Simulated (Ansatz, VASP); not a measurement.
**Two plane-wave programs on Mg5As**

```xyz
6
Lattice="5.1385 0.0000 0.0000 0.0000 1.6532 7.7158 0.0000 -1.6532 7.7158" Properties=species:S:1:pos:R:3 pbc="T T T"
As    2.5692    0.0000   11.9656
Mg    2.5692    0.0000    1.8529
Mg    2.5692    0.0000    6.8042
Mg    0.0000    0.0000    0.0050
Mg    0.0000    0.0000   10.3064
Mg    0.0000    0.0000    5.0729
```

Alike in both runs: task single point; functional PBE; k mesh 5 × 8 × 8; occupations fermi-dirac, width 0.05 eV; no spin polarisation.

|  | VASP | Ansatz |
| --- | --- | --- |
| version | VASP 6.6.1 | Ansatz 0.2.0 |
| potentials or method | VASP PAW PBE potentials, release 64 (As, Mg) | Ansatz PAW |
| plane-wave cutoff (eV) | 520 | 420 |
| valence electrons in the cell | 15 | 65 |

VASP gave:

* gap on the k mesh at the Fermi level (eV): none
* pressure (GPa): -0.1
* traceless stress, the component that is largest in VASP (GPa): -0.39
* rms of the force components (eV/Å): 0.026

Problem. Which values does Ansatz return?

Solution. gap on the k mesh at the Fermi level (eV): none; pressure (GPa): 0.0; traceless stress, the component that is largest in VASP (GPa): -0.39; rms of the force components (eV/Å): 0.026.

Atom by atom the forces differ by 0.001 eV/Å (rms over components). A gap of «none» marks a metal or a gap that the smearing closes. With one functional, cell and mesh, what is left measures potentials, basis and numerics. VASP's potentials hold 15 valence electrons a cell and Ansatz's 65, so a difference there can come from the potentials and not from the codes.
